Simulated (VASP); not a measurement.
# TiO2 (P4_2/mnm) in VASP: further runs, part 2 of 3

VASP 6.6.1. The steps go on from the part before.

### Step 3. Single point, PBE

This run uses another cell than the first one, of 11.67 Å³/atom, 1.014 times its volume.

The input, INCAR:

```
ALGO     = Normal         # electronic algorithm
EDIFF    = 1E-7           # SCF threshold, eV
ENCUT    = 520            # plane-wave cutoff, eV
GGA      = PE             # functional
ISIF     = 2              # what is computed and relaxed
ISMEAR   = 0              # smearing method
LASPH    = T              # aspherical terms in the spheres
LCHARG   = F              # write CHGCAR
LREAL    = F              # projectors in reciprocal space
LWAVE    = F              # write WAVECAR
NBANDS   = 33             # bands
NELM     = 80             # most SCF steps
PREC     = Accurate       # precision mode
SIGMA    = 0.05           # smearing width, eV
```

The input, KPOINTS:

```
k-points
0
Gamma
  6 6 10
```

The input, POSCAR:

```
TiO2
1.0
    4.8601000000      0.0000000000      0.0000000000
    0.0000000000      4.8601000000      0.0000000000
    0.0000000000      0.0000000000      2.9638636879
Ti O
2 4
Direct
    0.0000000000      0.0000000000      0.0000000000
    0.5000000000      0.5000000000      0.5000000000
    0.3050970583      0.3050970583      0.0000000000
    0.1949029417      0.8050970583      0.5000000000
    0.6949029417      0.6949029417      0.0000000000
    0.8050970583      0.1949029417      0.5000000000
```

Potentials or basis: VASP PAW PBE potentials, release 64 (Ti_sv, O).

Command:

```console
> cat potpaw_PBE.64/Ti_sv/POTCAR potpaw_PBE.64/O/POTCAR > POTCAR
> mpirun -np 1 vasp_std > vasp.out
```

OUTCAR:

```text
EDIFF = 1E-7
   ENCUT = 520
   GGA = PE
   ISIF = 2
   ISMEAR = 0
   LASPH = T
   LREAL = F
   NELM = 80
   PREC = Accurate

 ion  position               nearest neighbor table
   1  0.000  0.000  0.000-   4 2.00   6 2.00   4 2.00   6 2.00   5 2.10   3 2.10
   2  0.500  0.500  0.500-   3 2.00   5 2.00   3 2.00   5 2.00   4 2.10   6 2.10
   3  0.305  0.305  0.000-   2 2.00   2 2.00   1 2.10
   4  0.195  0.805  0.500-   1 2.00   1 2.00   2 2.10
   5  0.695  0.695  0.000-   2 2.00   2 2.00   1 2.10
   6  0.805  0.195  0.500-   1 2.00   1 2.00   2 2.10

  LATTYP: Found a simple tetragonal cell.
 ALAT       =     4.8601000000
 C/A-ratio  =     0.6098359474

  Lattice vectors:

 A1 = (   4.8601000000,   0.0000000000,   0.0000000000)
 A2 = (   0.0000000000,   4.8601000000,   0.0000000000)
 A3 = (   0.0000000000,   0.0000000000,   2.9638636879)

Analysis of symmetry for initial positions (statically):
=====================================================================
 Subroutine PRICEL returns:
 Original cell was already a primitive cell.

 Routine SETGRP: Setting up the symmetry group for a
 simple tetragonal supercell.

 Subroutine GETGRP returns: Found 16 space group operations
 (whereof  8 operations were pure point group operations)
 out of a pool of 16 trial point group operations.

The static configuration has the point symmetry D_2h.
 The point group associated with its full space group is D_4h.

Analysis of symmetry for dynamics (positions and initial velocities):
=====================================================================
 Subroutine PRICEL returns:
 Original cell was already a primitive cell.

 Routine SETGRP: Setting up the symmetry group for a
 simple tetragonal supercell.

[... 130 lines left out ...]
   IALGO  =     38    algorithm
   IMIX   =      4    mixing-type and parameters
     AMIX     =   0.40;   BMIX     =  1.00
     AMIX_MAG =   1.60;   BMIX_MAG =  1.00
  volume/ion in A,a.u.               =      11.67        78.74
  Fermi-wavevector in a.u.,A,eV,Ry     =   1.443574  2.727959 28.353258  2.083906
  Thomas-Fermi vector in A             =   2.561966
   LORBIT       =      0    0 simple, 1 ext, 2 COOP (PROOUT), +10 PAW based schemes
   GGA     = PE    functional components
   LHFCALC =     F    Hartree Fock is set to
   AEXX    =    0.0000 exact exchange contribution
   IVDW    =     0    specifies the selected vdW correction
   LEPSILON=     F    determine dielectric tensor
   LRPA    =     F    only Hartree local field effects (RPA)
 non-spin polarized calculation
 Gauss-broadening in eV      SIGMA  =   0.05
  energy-cutoff  :      520.00
  volume of cell :       70.01
 maximum number of plane-waves:      1908
   NGX = 19   NGY = 19   NGZ = 11

 number of electron      47.9999962 magnetization

 Free energy of the ion-electron system (eV)
  ---------------------------------------------------
  ext. energy  EPLUGINS =         0.00000000
  ---------------------------------------------------
  free energy    TOTEN  =       -53.34995382 eV

  energy without entropy =      -53.34995382  energy(sigma->0) =      -53.34995382

 E-fermi :   3.8347     XC(G=0): -10.7913

 val. band max:        3.5124789329   @ k =   0.0000   0.0000   0.0000
 cond. band min:       5.2228537860   @ k =   0.0000   0.0000   0.0000
 fundamental gap:      1.7103748530
 Fermi energy:         3.8346797509

 k-point     1 :       0.0000    0.0000    0.0000
  band No.  band energies     occupation
      1     -53.5551      2.00000
      2     -53.5470      2.00000
      3     -29.7695      2.00000
      4     -29.7695      2.00000
      5     -29.6786      2.00000
      6     -29.6786      2.00000
[... 853 lines left out ...]
     32       8.1438      0.00000
     33       9.3224      0.00000

 [... further k-points ...]

------------------------ aborting loop because EDIFF is reached ----------------------------------------

  FORCE on cell =-STRESS in cart. coord.  units (eV):
  Direction    XX          YY          ZZ          XY          YZ          ZX
  --------------------------------------------------------------------------------------
  -------------------------------------------------------------------------------------
  Total       -7.2996412     -7.2996412     -4.8159746     -0.0000000      0.0000000      0.0000000
  in kB     -167.0565315   -167.0565315   -110.2163770     -0.0000000      0.0000000      0.0000000
  external PRESSURE =    -148.1098133 kB  Pullay stress =       0.0000000 kB

 VOLUME and BASIS-vectors are now :
 -----------------------------------------------------------------------------
  energy-cutoff  :      520.00
  volume of cell :       70.01
      direct lattice vectors                 reciprocal lattice vectors
     4.860100000  0.000000000  0.000000000     0.205757083  0.000000000  0.000000000
     0.000000000  4.860100000  0.000000000     0.000000000  0.205757083  0.000000000
     0.000000000  0.000000000  2.963863688     0.000000000  0.000000000  0.337397433

 POSITION                                       TOTAL-FORCE (eV/Angst)
 -----------------------------------------------------------------------------------
      0.00000      0.00000      0.00000        -0.000000      0.000000      0.000000
      2.43005      2.43005      1.48193        -0.000000      0.000000      0.000000
      1.48280      1.48280      0.00000         0.389395      0.389395     -0.000000
      0.94725      3.91285      1.48193        -0.389395      0.389395      0.000000
      3.37730      3.37730      0.00000        -0.389395     -0.389395      0.000000
      3.91285      0.94725      1.48193         0.389395     -0.389395      0.000000
 -----------------------------------------------------------------------------------
    total drift:                               -0.000000      0.000000     -0.000000

  FREE ENERGIE OF THE ION-ELECTRON SYSTEM (eV)
  ---------------------------------------------------
  free  energy   TOTEN  =       -53.3499538178 eV

  energy  without entropy=      -53.3499538178  energy(sigma->0) =      -53.34995382
```

OSZICAR:

```text
N       E                     dE             d eps       ncg     rms          rms(c)
DAV:   1     0.641910511475E+03    0.64191E+03   -0.24130E+04  3960   0.167E+03
DAV:   2     0.253214207188E+02   -0.61659E+03   -0.57080E+03  4359   0.500E+02
DAV:   3    -0.670783586493E+02   -0.92400E+02   -0.90505E+02  5452   0.185E+02
DAV:   4    -0.713839189385E+02   -0.43056E+01   -0.42946E+01  5792   0.387E+01
[... 10 lines left out ...]
DAV:  15    -0.533499785363E+02    0.29258E-03   -0.11673E-03  5259   0.253E-01    0.434E-02
DAV:  16    -0.533499609975E+02    0.17539E-04   -0.99687E-05  5202   0.718E-02    0.271E-02
DAV:  17    -0.533499559151E+02    0.50824E-05   -0.12907E-05  5613   0.278E-02    0.123E-02
DAV:  18    -0.533499538534E+02    0.20617E-05   -0.54981E-06  4751   0.137E-02    0.222E-03
DAV:  19    -0.533499538178E+02    0.35570E-07   -0.17616E-07  3192   0.313E-03
   1 F= -.53349954E+02 E0= -.53349954E+02  d E =-.137147E-21
```

Run time: 2.9 min. Hardware: 1 thread of Intel Xeon 8259CL, shared host; peak memory 0.25 GiB.

What came out:

- Free energy: -53.3500 eV
- Pressure: -14.8 GPa
- Largest force: 0.551 eV/Å
- Band gap on the k mesh: 1.71 eV, direct

Forces in eV/Å, atoms in the order of the input:
```
Ti   0.000  0.000  0.000
Ti   0.000  0.000  0.000
O    0.389  0.389  0.000
O   -0.389  0.389  0.000
O   -0.389 -0.389  0.000
O    0.389 -0.389  0.000
```

Levels at points of the mesh, in eV from the valence-band top:
```
           k point  band 20  band 21  band 22  band 23  band 24  band 25  band 26  band 27  band 28  band 29
(0.00, 0.00, 0.00)    -1.43    -0.45    -0.35    -0.35     0.00     1.71     1.90     2.41     2.42     2.42
(0.50, 0.00, 0.00)    -2.69    -1.14    -1.14    -0.56    -0.56     2.26     2.26     2.77     2.77     3.33
(0.50, 0.50, 0.00)    -1.85    -0.94    -0.94    -0.92    -0.92     1.71     1.71     2.43     2.43     3.54
(0.00, 0.00, 0.50)    -2.69    -1.70    -1.70    -1.27    -1.27     2.64     2.64     3.19     3.19     3.26
(0.50, 0.00, 0.50)    -2.08    -1.74    -1.74    -0.76    -0.76     1.83     1.83     3.18     3.18     3.46
(0.50, 0.50, 0.50)    -2.66    -0.92    -0.92    -0.63    -0.63     2.39     2.39     2.91     2.91     3.21
```

### Step 4. Single point, PBE

This run uses another cell than the first one, of 11.75 Å³/atom, 1.021 times its volume.

The input, INCAR:

```
PREC = Accurate
ENCUT = 520
EDIFF = 1E-6
ISMEAR = 0
SIGMA = 0.05
LREAL = F
LASPH = T
NELM = 100
ALGO = Normal
ISIF = 2
LWAVE = F
LCHARG = T
GGA = PE
LELF = T
LVHAR = T
NBANDS = 33
```

The input, KPOINTS:

```
Automatic mesh
0
Gamma
  6 6 10
```

POSCAR, as its differences from that of step 3:

```diff
@@ -2,5 +2,5 @@
 1.0
-    4.8601000000      0.0000000000      0.0000000000
-    0.0000000000      4.8601000000      0.0000000000
-    0.0000000000      0.0000000000      2.9638636879
+    4.7517000000      0.0000000000      0.0000000000
+    0.0000000000      4.7517000000      0.0000000000
+    0.0000000000      0.0000000000      3.1219000000
 Ti O
```

Command:

```console
> cat potpaw_PBE.64/Ti_sv/POTCAR potpaw_PBE.64/O/POTCAR > POTCAR
> mpirun -np 1 vasp_std > vasp.out
```

Wall time 3.8 min (1 thread of Intel Xeon 8259CL, shared host); peak memory 0.25 GiB.

The run converged. Its results:

```yaml
Free_energy: -53.2408 eV
Pressure: -18.3 GPa
Largest_force: 0.314 eV/Å
Band_gap_on_the_k_mesh: 1.55 eV, direct
```

Forces on the atoms (eV/Å):
```
Ti   0.000  0.000  0.000
Ti   0.000  0.000  0.000
O    0.222  0.222  0.000
O   -0.222  0.222  0.000
O   -0.222 -0.222  0.000
O    0.222 -0.222  0.000
```

Stress tensor (GPa, compression positive):
```
-14.88   0.00   0.00
  0.00 -14.88   0.00
  0.00   0.00 -25.21
```

Levels at points of the mesh, in eV from the valence-band top:
| k point | band 21 | band 22 | band 23 | band 24 | band 25 | band 26 | band 27 | band 28 |
| --- | --- | --- | --- | --- | --- | --- | --- | --- |
| (0.00, 0.00, 0.00) | -0.79 | -0.43 | -0.43 | 0.00 | 1.55 | 1.81 | 1.93 | 2.00 |
| (0.50, 0.00, 0.00) | -1.65 | -1.65 | -0.66 | -0.66 | 2.08 | 2.08 | 2.44 | 2.44 |
| (0.50, 0.50, 0.00) | -1.37 | -1.37 | -1.03 | -1.03 | 1.58 | 1.58 | 2.02 | 2.02 |
| (0.00, 0.00, 0.50) | -2.04 | -2.04 | -1.33 | -1.33 | 2.45 | 2.45 | 2.46 | 2.46 |
| (0.50, 0.00, 0.50) | -1.82 | -1.82 | -0.90 | -0.90 | 1.59 | 1.59 | 2.47 | 2.47 |
| (0.50, 0.50, 0.50) | -1.12 | -1.12 | -0.66 | -0.66 | 2.16 | 2.16 | 2.49 | 2.49 |

A k mesh can miss the band edges. A hybrid or GW would open this gap; PBE tends to underestimate it.

### Step 5. Single point, PBE

This run uses another cell than the first one, of 11.87 Å³/atom, 1.032 times its volume.

The input, INCAR:

```
PREC = Accurate
ENCUT = 520
EDIFF = 1E-6
ISMEAR = 0
SIGMA = 0.05
LREAL = False
LASPH = True
NELM = 60
ALGO = Normal
ISIF = 2
LWAVE = False
LCHARG = False
GGA = PE
NBANDS = 33
```

The input, KPOINTS:

```
regular mesh
0
Gamma
  6 6 10
```

POSCAR, as its differences from that of step 4:

```diff
@@ -2,5 +2,5 @@
 1.0
-    4.7517000000      0.0000000000      0.0000000000
-    0.0000000000      4.7517000000      0.0000000000
-    0.0000000000      0.0000000000      3.1219000000
+    4.9684000000      0.0000000000      0.0000000000
+    0.0000000000      4.9684000000      0.0000000000
+    0.0000000000      0.0000000000      2.8848000000
 Ti O
```

Command:

```console
> cat potpaw_PBE.64/Ti_sv/POTCAR potpaw_PBE.64/O/POTCAR > POTCAR
> mpirun -np 1 vasp_std > vasp.out
```

Wall time 3.6 min (1 thread of Intel Xeon 8259CL, shared host); peak memory 0.26 GiB.

It converged, with:

| Quantity | Value |
| --- | --- |
| Free energy | -53.0773 eV |
| Pressure | -15.2 GPa |
| Largest force | 0.812 eV/Å |
| Band gap on the k mesh | 1.73 eV, indirect (least direct gap 1.77 eV) |

Forces on the atoms (eV/Å):
```
Ti   0.000  0.000  0.000
Ti   0.000  0.000  0.000
O    0.574  0.574  0.000
O   -0.574  0.574  0.000
O   -0.574 -0.574  0.000
O    0.574 -0.574  0.000
```

Stress tensor (GPa, compression positive):
```
-20.78   0.00   0.00
  0.00 -20.78   0.00
  0.00   0.00  -3.95
```

Levels at points of the mesh, in eV from the valence-band top:
| k point | band 21 | band 22 | band 23 | band 24 | band 25 | band 26 | band 27 | band 28 |
| --- | --- | --- | --- | --- | --- | --- | --- | --- |
| (0.00, 0.00, 0.00) | -0.26 | -0.26 | -0.17 | -0.03 | 1.74 | 1.87 | 2.67 | 2.67 |
| (0.50, 0.00, 0.00) | -0.75 | -0.75 | -0.49 | -0.49 | 2.28 | 2.28 | 2.95 | 2.95 |
| (0.50, 0.50, 0.00) | -0.84 | -0.84 | -0.57 | -0.57 | 1.73 | 1.73 | 2.68 | 2.68 |
| (0.00, 0.00, 0.50) | -1.39 | -1.39 | -1.19 | -1.19 | 2.72 | 2.72 | 3.29 | 3.29 |
| (0.50, 0.00, 0.50) | -1.64 | -1.64 | -0.61 | -0.61 | 1.97 | 1.97 | 3.49 | 3.49 |
| (0.50, 0.50, 0.50) | -0.74 | -0.74 | -0.59 | -0.59 | 2.51 | 2.51 | 2.97 | 2.97 |

A k mesh can miss the band edges. A hybrid or GW would open this gap; PBE tends to underestimate it.

(Part 2 of 3 ends here.)
